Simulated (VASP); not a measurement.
A run of VASP 6.6.1:

The input INCAR:

```
SYSTEM = Hf
ALGO = Normal ; EDIFF = 1E-6
ENCUT = 520 ; GGA = PS
ISIF = 2 ; ISMEAR = 0
IVDW = 12 ; LASPH = .True.
LCHARG = .False. ; LREAL = .False.
LWAVE = .False. ; NBANDS = 17
NELM = 80 ; PREC = Accurate
SIGMA = 0.1
```

The input KPOINTS:

```
k-points
0
Gamma
  6 6 4
  0 0 0
```

The input POSCAR:

```
Hf
1.0
    3.1177272986      0.0000000000      0.0000000000
   -1.5588636493      2.7000310427      0.0000000000
    0.0000000000      0.0000000000      4.9714047295
Hf
2
Direct
    0.3333333333      0.6666666667      0.2500000000
    0.6666666667      0.3333333333      0.7500000000
```

Potentials or basis: VASP PAW PBE potentials, release 64 (Hf_pv).

The run is started by

```bash
$ cat potpaw_PBE.64/Hf_pv/POTCAR > POTCAR
$ mpirun -np 1 vasp_std > vasp.out
```

Hardware: 1 thread of Intel(R) Xeon(R) 6975P-C (Granite Rapids), on a shared host.

Problem. Estimate the wall time of this run.

Solution. Run time: 5.3 s on 1 thread of Intel(R) Xeon(R) 6975P-C (Granite Rapids), on a shared host, peak memory 0.17 GiB. Counts: scf iterations 11, k points 21.
